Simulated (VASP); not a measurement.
A run of VASP 6.6.1:

Contents of POSCAR:

```
BN
1.0
    0.0000000000      1.8075000000      1.8075000000
    1.8075000000      0.0000000000      1.8075000000
    1.8075000000      1.8075000000      0.0000000000
B N
1 1
Direct
    0.0000000000      0.0000000000      0.0000000000
    0.2500000000      0.2500000000      0.2500000000
```

Contents of INCAR.step1:

```
SYSTEM = BN
PREC     = Accurate       ! precision mode
ENCUT    = 600            ! plane-wave cutoff, eV
ISMEAR   = 0              ! smearing method
SIGMA    = 0.02           ! smearing width, eV
LREAL    = .False.        ! projectors in reciprocal space
LASPH    = .True.         ! aspherical terms in the spheres
NELM     = 100            ! most SCF steps
GGA      = PE             ! functional
ALGO     = Normal         ! electronic algorithm
EDIFF    = 1E-4           ! SCF threshold, eV
LWAVE    = .True.         ! write WAVECAR
LCHARG   = .False.        ! write CHGCAR
```

Contents of INCAR.step2:

```
SYSTEM = BN
PREC     = Accurate       ! precision mode
ENCUT    = 600            ! plane-wave cutoff, eV
EDIFF    = 1E-6           ! SCF threshold, eV
ISMEAR   = 0              ! smearing method
SIGMA    = 0.02           ! smearing width, eV
LREAL    = .False.        ! projectors in reciprocal space
LASPH    = .True.         ! aspherical terms in the spheres
NELM     = 100            ! most SCF steps
ALGO     = Normal         ! electronic algorithm
ISIF     = 3              ! what is computed and relaxed
LWAVE    = .False.        ! write WAVECAR
LCHARG   = .False.        ! write CHGCAR
METAGGA  = R2SCAN         ! meta-GGA
LMIXTAU  = .True.       
IBRION   = 2              ! ionic algorithm
NSW      = 100            ! ionic steps
EDIFFG   = -0.005         ! ionic threshold
ISTART   = 1
```

KPOINTS

```
Automatic mesh
0
Gamma
  12 12 12
  0 0 0
```

Potentials or basis: VASP PAW PBE potentials, release 64 (B, N).

Run with:

```bash
$ cat potpaw_PBE.64/B/POTCAR potpaw_PBE.64/N/POTCAR > POTCAR
$ cp INCAR.step1 INCAR
$ mpirun -np 1 vasp_std > vasp.out
$ cp INCAR.step2 INCAR
$ mpirun -np 1 vasp_std > vasp.out
```

Hardware: 1 thread of AMD EPYC 7R13 Processor (Zen 3), with other jobs on the host.

Q: How long does it take, and how much memory?

A: Run time: 61 s on 1 thread of AMD EPYC 7R13 Processor (Zen 3) (shared host), peak memory 0.09 GiB. Counts: k points 72, ion steps 3.
